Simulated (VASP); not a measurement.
# PtF2 (P4/mmm) in VASP: a series of runs

PtF2 is run at these levels: PBE; tasks: single point, relaxation of cell and atoms.

Everything below comes from runs of VASP 6.6.1. Logs are shortened: lines on timing, memory, paths and dates and some standing lists are left out, and cuts for length are marked.

### Step 1. The cell of the first run

Symmetry: P4/mmm, No. 123, tetragonal system. Conventional cell: a = 2.833 Å, b = 2.833 Å, c = 4.007 Å, α = 90.00°, β = 90.00°, γ = 90.00°. Pt (site symmetry 4/mmm) has 6 F at 2.00 Å within 2.7 Å. Within 2.7 Å of F (site symmetry 4/mmm) lie 2 Pt at 2.00 Å. F (site symmetry 4/mmm) has 4 Pt at 2.00 Å within 2.7 Å.

### Step 2. Single point, PBE (atoms taken out)

INCAR

```
PREC = Accurate ; ENCUT = 520
EDIFF = 1E-6 ; ISMEAR = 0
SIGMA = 0.1 ; LREAL = F
LASPH = T ; NELM = 80
ALGO = Normal ; ISIF = 2
LWAVE = F ; LCHARG = F
GGA = PE ; NBANDS = 19
```

KPOINTS

```
Automatic mesh
0
Gamma
  6 6 4
```

POSCAR

```
PtF2
1.0
    2.8331746200      0.0000000000      0.0000000000
    0.0000000000      2.8331746200      0.0000000000
    0.0000000000      0.0000000000      4.0067139700
Pt F
1 2
Direct
    0.0000000000      0.0000000000      0.0000000000
    0.0000000000      0.0000000000      0.5000000000
    0.5000000000      0.5000000000      0.0000000000
```

Potentials or basis: VASP PAW PBE potentials, release 64 (Pt, F).

On the command line:

```bash
$ cat potpaw_PBE.64/Pt/POTCAR potpaw_PBE.64/F/POTCAR > POTCAR
$ mpirun -np 1 vasp_std > vasp.out
```

OUTCAR:

```text
PREC = Accurate
   ENCUT = 520
   EDIFF = 1E-6
   ISMEAR = 0
   LREAL = F
   LASPH = T
   NELM = 80
   ISIF = 2
   GGA = PE

 ion  position               nearest neighbor table
   1  0.000  0.000  0.000-   2 2.00   2 2.00   3 2.00   3 2.00   3 2.00   3 2.00
   2  0.000  0.000  0.500-   1 2.00   1 2.00
   3  0.500  0.500  0.000-   1 2.00   1 2.00   1 2.00   1 2.00

  LATTYP: Found a simple tetragonal cell.
 ALAT       =     2.8331746200
 C/A-ratio  =     1.4142135616

  Lattice vectors:

 A1 = (   2.8331746200,   0.0000000000,   0.0000000000)
 A2 = (   0.0000000000,   2.8331746200,   0.0000000000)
 A3 = (   0.0000000000,   0.0000000000,   4.0067139700)

Analysis of symmetry for initial positions (statically):
=====================================================================
 Subroutine PRICEL returns:
 Original cell was already a primitive cell.

 Routine SETGRP: Setting up the symmetry group for a
 simple tetragonal supercell.

 Subroutine GETGRP returns: Found 16 space group operations
 (whereof 16 operations were pure point group operations)
 out of a pool of 16 trial point group operations.

The static configuration has the point symmetry D_4h.

Analysis of symmetry for dynamics (positions and initial velocities):
=====================================================================
 Subroutine PRICEL returns:
 Original cell was already a primitive cell.

 Routine SETGRP: Setting up the symmetry group for a
 simple tetragonal supercell.

 Subroutine GETGRP returns: Found 16 space group operations
 (whereof 16 operations were pure point group operations)
 out of a pool of 16 trial point group operations.

The dynamic configuration has the point symmetry D_4h.

 Subroutine INISYM returns: Found 16 space group operations
 (whereof 16 operations are pure point group operations),
 and found     1 'primitive' translations

----------------------------------------------------------------------------------------

                                     Primitive cell

  volume of cell :      32.1614

[... 83 lines left out ...]
   ICHARG =      2    charge: 1-file 2-atom 10-const
   ISPIN  =      1    spin polarized calculation?
   LNONCOLLINEAR =      F non collinear calculations
   LSORBIT =      F    spin-orbit coupling
   LASPH  =      T    aspherical Exc in radial PAW
   ENCUT  =  520.0 eV  38.22 Ry    6.18 a.u.   5.27  5.27  7.45*2*pi/ulx,y,z
   NELM   =     80;   NELMIN=  2; NELMDL= -5     # of ELM steps
   EDIFF  = 0.1E-05   stopping-criterion for ELM
   LREAL  =      F    real-space projection
   EDIFFG = 0.1E-04   stopping-criterion for IOM
   NSW    =      0    number of steps for IOM
   IBRION =     -1    ionic relax: 0-MD 1-quasi-New 2-CG
   NFREE  =      0    steps in history (QN), initial steepest desc. (CG)
   ISIF   =      2    stress and relaxation
   ISYM   =      2    0-nonsym 1-usesym 2-fastsym
   POTIM  = 0.5000    time-step for ionic-motion
   TEBEG  =    0.0;   TEEND  =   0.0 temperature during run
   PSTRESS=    0.0 pullay stress
   NELECT =      24.0000    total number of electrons
   NUPDOWN=      -1.0000    fix difference up-down
   EMIN   =  10.00;   EMAX   =-10.00  energy-range for DOS
   EFERMI =   0.00;   METHOD = LEGACY
   ISMEAR =     0;   SIGMA  =   0.10  broadening in eV -4-tet -1-fermi 0-gaus
   EFERMI_NEDOS =   21; number of points for ismear=-14 and -15
   IALGO  =     38    algorithm
   IMIX   =      4    mixing-type and parameters
     AMIX     =   0.40;   BMIX     =  1.00
     AMIX_MAG =   1.60;   BMIX_MAG =  1.00
  volume/ion in A,a.u.               =      10.72        72.35
  Fermi-wavevector in a.u.,A,eV,Ry     =   1.484910  2.806074 30.000285  2.204959
  Thomas-Fermi vector in A             =   2.598388
   LORBIT       =      0    0 simple, 1 ext, 2 COOP (PROOUT), +10 PAW based schemes
   GGA     = PE    functional components
   LHFCALC =     F    Hartree Fock is set to
   AEXX    =    0.0000 exact exchange contribution
   IVDW    =     0    specifies the selected vdW correction
   LEPSILON=     F    determine dielectric tensor
   LRPA    =     F    only Hartree local field effects (RPA)
 non-spin polarized calculation
 Gauss-broadening in eV      SIGMA  =   0.10
  energy-cutoff  :      520.00
  volume of cell :       32.16
 maximum number of plane-waves:       888
 NGX is ok and might be reduce to    24
   NGX = 11   NGY = 11   NGZ = 15

 number of electron      24.0000013 magnetization

 Free energy of the ion-electron system (eV)
  ---------------------------------------------------
  ext. energy  EPLUGINS =         0.00000000
  ---------------------------------------------------
  free energy    TOTEN  =        -9.09557146 eV

  energy without entropy =       -9.09356084  energy(sigma->0) =       -9.09456615

 E-fermi :   7.1935     XC(G=0): -11.6648

 val. band max:        7.0606972870   @ k =   0.3333   0.1667   0.5000
 cond. band min:       7.2272076823   @ k =   0.3333   0.3333   0.0000
 fundamental gap:      0.1665103953
 Fermi energy:         7.1935110614

 k-point     1 :       0.0000    0.0000    0.0000
  band No.  band energies     occupation
      1     -20.7027      2.00000
      2     -17.6769      2.00000
      3      -1.4968      2.00000
      4      -1.4105      2.00000
      5      -1.4105      2.00000
      6       0.8524      2.00000
[... 505 lines left out ...]
      6      -2.3605      2.00000
[... 11 lines left out ...]
     18      23.7286      0.00000
     19      25.7137      0.00000

 [... further k-points ...]

------------------------ aborting loop because EDIFF is reached ----------------------------------------

  FORCE on cell =-STRESS in cart. coord.  units (eV):
  Direction    XX          YY          ZZ          XY          YZ          ZX
  --------------------------------------------------------------------------------------
  -------------------------------------------------------------------------------------
  Total       19.5160768     19.5160768      6.6647494      0.0000000      0.0000000      0.0000000
  in kB      972.2278873    972.2278873    332.0162828      0.0000000      0.0000000      0.0000000
  external PRESSURE =     758.8240191 kB  Pullay stress =       0.0000000 kB

 VOLUME and BASIS-vectors are now :
 -----------------------------------------------------------------------------
  energy-cutoff  :      520.00
  volume of cell :       32.16
      direct lattice vectors                 reciprocal lattice vectors
     2.833174620  0.000000000  0.000000000     0.352960948  0.000000000  0.000000000
     0.000000000  2.833174620  0.000000000     0.000000000  0.352960948  0.000000000
     0.000000000  0.000000000  4.006713970     0.000000000  0.000000000  0.249581080

 POSITION                                       TOTAL-FORCE (eV/Angst)
 -----------------------------------------------------------------------------------
      0.00000      0.00000      0.00000         0.000000      0.000000      0.000000
      0.00000      0.00000      2.00336         0.000000      0.000000      0.000000
      1.41659      1.41659      0.00000         0.000000      0.000000      0.000000
 -----------------------------------------------------------------------------------
    total drift:                                0.000000     -0.000000     -0.000000

  FREE ENERGIE OF THE ION-ELECTRON SYSTEM (eV)
  ---------------------------------------------------
  free  energy   TOTEN  =        -9.0955714617 eV

  energy  without entropy=       -9.0935608409  energy(sigma->0) =       -9.09456615
```

OSZICAR:

```text
N       E                     dE             d eps       ncg     rms          rms(c)
DAV:   1     0.152600467104E+03    0.15260E+03   -0.14288E+04  1172   0.125E+03
DAV:   2    -0.500958075339E+01   -0.15761E+03   -0.15264E+03  1272   0.307E+02
DAV:   3    -0.103089697399E+02   -0.52994E+01   -0.52759E+01  1296   0.558E+01
DAV:   4    -0.103389582955E+02   -0.29989E-01   -0.29986E-01  1256   0.457E+00
DAV:   5    -0.103392228611E+02   -0.26457E-03   -0.26456E-03  1258   0.433E-01    0.329E+01
DAV:   6    -0.915782661794E+01    0.11814E+01   -0.33036E+00  1179   0.204E+01    0.212E+01
DAV:   7    -0.911164014249E+01    0.46186E-01   -0.36605E-01  1214   0.661E+00    0.918E+00
DAV:   8    -0.909571517992E+01    0.15925E-01   -0.31299E-02  1251   0.219E+00    0.630E-01
DAV:   9    -0.909552942215E+01    0.18576E-03   -0.53214E-03  1227   0.619E-01    0.314E-01
DAV:  10    -0.909561212841E+01   -0.82706E-04   -0.50111E-04  1200   0.235E-01    0.250E-01
DAV:  11    -0.909556989084E+01    0.42238E-04   -0.80182E-05  1221   0.936E-02    0.148E-02
DAV:  12    -0.909557153197E+01   -0.16411E-05   -0.95641E-06  1220   0.282E-02    0.476E-03
DAV:  13    -0.909557146174E+01    0.70228E-07   -0.27355E-07   651   0.575E-03
   1 F= -.90955715E+01 E0= -.90945662E+01  d E =-.201062E-02
```

stdout:

```text
POSCAR found type information on POSCAR PtF
 POSCAR found :  2 types and       3 ions
 scaLAPACK will be used
 LDA part: xc-table for (Slater+PW92), standard interpolation
 POSCAR, INCAR and KPOINTS ok, starting setup
 FFT: planning ... GRIDC
 FFT: planning ... GRID_SOFT
 FFT: planning ... GRID
 WAVECAR not read
 entering main loop
```

Run time: 11 s. Hardware: 1 thread of AMD EPYC 7R13 (Zen 3), shared host; peak memory 0.12 GiB.

What came out:

```
Free energy            : -9.0956 eV
Pressure               : 75.9 GPa
Band gap on the k mesh : zero (bands 12 and 13 overlap by 4.46 eV)
```

Caveat: the k points lie up to 0.39 Å⁻¹ apart, too coarse for converged energies and pressures of a metal; the cell differs from its parent crystal (atoms taken out); spin-orbit coupling is left out, which moves the levels of the heavy elements.

(Continued in part 2 of 2.)

The gap in the log of VASP goes by the Fermi energy; the results here count the filled bands.